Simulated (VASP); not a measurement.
A run of VASP 6.6.1 is set up as follows.

Contents of POSCAR:

```
Sb
1.0
   -1.8713408863      1.8713408863      1.8713408863
    1.8713408863     -1.8713408863      1.8713408863
    1.8713408863      1.8713408863     -1.8713408863
Sb
1
Direct
    0.0000000000      0.0000000000      0.0000000000
```

The input INCAR.step1:

```
PREC = Accurate
ENCUT = 520
EDIFF = 1E-5
ISMEAR = -1
SIGMA = 0.05
LREAL = F
LASPH = T
NELM = 60
ALGO = Normal
ISIF = 2
LWAVE = T
LCHARG = F
NBANDS = 8
GGA = PE
```

Contents of INCAR.step2:

```
PREC = Accurate
ENCUT = 520
EDIFF = 1E-6
ISMEAR = -1
SIGMA = 0.05
LREAL = F
LASPH = T
NELM = 60
ALGO = Normal
ISIF = 2
LWAVE = F
LCHARG = F
GGA = PE
LHFCALC = T
AEXX = 0.1
HFSCREEN = 0.2078699
PRECFOCK = Normal
NBANDS = 8
ISTART = 1
```

Contents of KPOINTS:

```
Automatic mesh
0
Gamma
  6 6 6
```

Potentials or basis: VASP PAW PBE potentials, release 64 (Sb).

Run with:

```sh
$ cat potpaw_PBE.64/Sb/POTCAR > POTCAR
$ cp INCAR.step1 INCAR
$ mpirun -np 1 vasp_std > vasp.out
$ cp INCAR.step2 INCAR
$ mpirun -np 1 vasp_std > vasp.out
```

Problem. Predict the band gap on the k mesh.

Solution. Zero (an odd number of electrons rules out a gap without spin polarisation).

Problem. Estimate the pressure.

Solution. 2.4 GPa.

Caveat: the k points lie up to 0.40 Å⁻¹ apart, too coarse for converged energies and pressures of a metal; the PAW data sets were made with another functional, which shifts forces and pressure a little; spin-orbit coupling is left out, which moves the levels of the heavy elements.
